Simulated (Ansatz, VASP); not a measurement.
Two plane-wave programs on Ge

Contents of INCAR:

```
SYSTEM = Ge
PREC = Accurate
ENCUT = 520
EDIFF = 1E-6
ISMEAR = 0
SIGMA = 0.15
LREAL = .False.
LASPH = .True.
NELM = 100
ALGO = Normal
ISIF = 2
LWAVE = .False.
LCHARG = .True.
GGA = PS
LELF = .True.
LVHAR = .True.
NBANDS = 13
```

KPOINTS

```
regular mesh
0
Gamma
  24 24 22
  0 0 0
```

Contents of POSCAR:

```
Ge
1.0
    1.4240837833     -2.5950862784      0.0000000000
    1.4240837833      2.5950862784      0.0000000000
    0.0000000000      0.0000000000      2.5634459486
Ge
1
Direct
    0.5000000000      0.5000000000      0.0000000000
```

Input for Ansatz:

```yaml
crystal:
  lattice:
    - [1.4240837833, -2.5950862784, 0.0]
    - [1.4240837833, 2.5950862784, 0.0]
    - [0.0, 0.0, 2.5634459486]
  atoms:
    - { symbol: Ge, position: [0.5, 0.5, 0.0] }
basis:
  ecutwfc: 420
kpoints:
  mp_grid: { grid: [24, 24, 22] }
hamiltonian:
  xc: pbesol
scf:
  occupations: { method: gaussian, width: 0.15 }
output:
  forces: true
  stress: true
  eigenvalues: true
```

Change from the starting cell: strain +0.030 along x and y, -0.030 along z, atoms carried along.

Alike in both runs: task single point; functional PBEsol; k mesh 24 × 24 × 22; occupations gaussian, width 0.15 eV; no spin polarisation.

|  | VASP | Ansatz |
| --- | --- | --- |
| version | VASP 6.6.1 | Ansatz 0.2.0 |
| potentials or method | VASP PAW PBE potentials, release 64 (Ge_d), cutoff 520 eV | scalar-relativistic, plane waves, PAW |
| valence electrons in the cell | 14 | 14 |

|  | VASP | Ansatz | Ansatz less VASP |
| --- | --- | --- | --- |
| gap on the k mesh at the Fermi level (eV) | none | none | - |
| pressure (GPa) | -1.8 | -1.6 | +0.17 |
| traceless stress, the component that is largest in VASP (GPa) | 7.02 | 7.07 | +0.054 |

VASP's potentials were made for PBE, not for PBEsol. A gap of «none» marks a metal or a gap that the smearing closes. With one functional, cell and mesh, what is left measures potentials, basis and numerics.
